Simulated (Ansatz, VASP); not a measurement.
# Ni in VASP and in Ansatz

Contents of INCAR:

```
SYSTEM = Ni
  PREC = Accurate
  ENCUT = 520
  EDIFF = 1E-7
  ISMEAR = -1
  SIGMA = 0.08
  LREAL = .FALSE.
  LASPH = .TRUE.
  NELM = 150
  ALGO = Normal
  ISIF = 2
  LWAVE = .FALSE.
  LCHARG = .TRUE.
  ISPIN = 2
  MAGMOM = 1 1
  LORBIT = 11
  LMAXMIX = 4
  GGA = PS
  LELF = .TRUE.
  LVHAR = .TRUE.
  NBANDS = 21
```

File KPOINTS:

```
Automatic mesh
0
G
  14 14 14
  0 0 0
```

The input POSCAR:

```
Ni
1.0
    0.0000000000      1.9880011070      1.9880011070
    1.9880011070      0.0000000000      1.9880011070
    1.9880011070      1.9880011070      0.0000000000
Ni
2
Direct
   -0.1250000000     -0.1250000000     -0.1250000000
    0.1250000000      0.1250000000      0.1250000000
```

Input for Ansatz:

```yaml
crystal:
  lattice:
    - [0.0, 1.988001107, 1.988001107]
    - [1.988001107, 0.0, 1.988001107]
    - [1.988001107, 1.988001107, 0.0]
  atoms:
    - { symbol: Ni, position: [-0.125, -0.125, -0.125], spin: 1.0 }
    - { symbol: Ni, position: [0.125, 0.125, 0.125], spin: 1.0 }
magnetization:
  spin_polarized: true
kpoints:
  mp_grid: { grid: [14, 14, 14] }
scf:
  occupations: { method: fermi_dirac, width: 0.08 }
hamiltonian:
  xc: pbesol
  pseudopotentials: { kind: all_electron, lapw: { basis_error: 0.001 } }
output:
  forces: true
  stress: true
  eigenvalues: true
  populations: true
```

Change from the starting cell: volume scaled by 0.5, LAPW.

Alike in both runs: task single point; functional PBEsol; k mesh 14 × 14 × 14; occupations fermi-dirac, width 0.08 eV; collinear spin.

|  | VASP | Ansatz |
| --- | --- | --- |
| version | VASP 6.6.1 | Ansatz 0.2.0 |
| potentials or method | VASP PAW PBE potentials, release 64 (Ni), cutoff 520 eV | all-electron LAPW, scalar-relativistic |

```tsv
	VASP	Ansatz	Ansatz less VASP
pressure (GPa)	327.0	370.4	+43.38
net moment per atom (μB)	0.00	0.46	+0.454
size of the moment on the site where the two differ most (μB)	0.00	0.45	+0.454
```

The net moments are unlike, so the other rows may belong to different states. VASP's potentials were made for PBE, not for PBEsol. Site moments also hang on the region over which each program counts them. The pressures are high and differ by over a tenth, so treat them with care. Ansatz ran all-electron here, and VASP with PAW potentials.

Noted on VASP's run: the cell as given lies far from equilibrium.
